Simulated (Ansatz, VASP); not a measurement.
**One calculation of Sn2GeP2, two programs**

INCAR

```
PREC = Accurate ; ENCUT = 600
EDIFF = 1E-6 ; ISMEAR = 0
SIGMA = 0.1 ; LREAL = F
LASPH = T ; NELM = 60
ALGO = Normal ; ISIF = 3
LWAVE = F ; LCHARG = F
GGA = PE ; IBRION = 2
NSW = 100 ; EDIFFG = -0.01
```

Contents of KPOINTS:

```
Automatic mesh
0
Gamma
  12 12 4
```

POSCAR

```
Sn2GeP2
1.0
    3.8621367421      0.0000000000      0.0000000000
   -1.9310683710      3.3447085315      0.0000000000
    0.0000000000      0.0000000000      8.8988067114
Sn Ge P
2 1 2
Direct
    0.6666666667      0.3333333333      0.3432935382
    0.3333333333      0.6666666667      0.6567064618
    0.0000000000      0.0000000000      0.0000000000
    0.6666666667      0.3333333333      0.8261285263
    0.3333333333      0.6666666667      0.1738714737
```

Input for Ansatz:

```yaml
crystal:
  lattice:
    - [3.8621367421, 0.0, 0.0]
    - [-1.931068371, 3.3447085315, 0.0]
    - [0.0, 0.0, 8.8988067114]
  atoms:
    - { symbol: Sn, position: [0.6666666667, 0.3333333333, 0.3432935382] }
    - { symbol: Sn, position: [0.3333333333, 0.6666666667, 0.6567064618] }
    - { symbol: Ge, position: [0.0, 0.0, 0.0] }
    - { symbol: P, position: [0.6666666667, 0.3333333333, 0.8261285263] }
    - { symbol: P, position: [0.3333333333, 0.6666666667, 0.1738714737] }
basis:
  ecutwfc: 420
kpoints:
  mp_grid: { grid: [12, 12, 4] }
hamiltonian:
  xc: pbe
scf:
  occupations: { method: gaussian, width: 0.1 }
output:
  forces: true
  stress: true
  eigenvalues: true
  write_density: true
  write_potential: true
  elf: true
  volumetric_format: npy
relax:
  adjacent_minimum: "off"
  f_tol: 0.01
  max_steps: 80
  cell: { stress_tol: 0.05 }
```

Change from the starting cell: species swapped into the YbAl2Ge2 type (P-3m1, No. 164).

Alike in both runs: task relaxation of cell and atoms; functional PBE; k mesh 12 × 12 × 4; occupations gaussian, width 0.1 eV; no spin polarisation.

```csv
,VASP,Ansatz
version,VASP 6.6.1,Ansatz 0.2.0
potentials or method,"VASP PAW PBE potentials, release 64 (Sn_d, Ge_d, P), cutoff 600 eV","scalar-relativistic, plane waves, PAW"
valence electrons in the cell,52,52
```

|  | VASP | Ansatz | Ansatz less VASP |
| --- | --- | --- | --- |
| gap on the k mesh at the Fermi level, each at its own relaxed structure (eV) | none | none | - |
| relaxed volume (Å³/atom) | 22.56 | 22.59 | +0.032 |
| relaxed cell length with the largest relative difference (Å) | 8.752 | 8.760 | +0.0083 |

A gap of «none» marks a metal or a gap that the smearing closes.
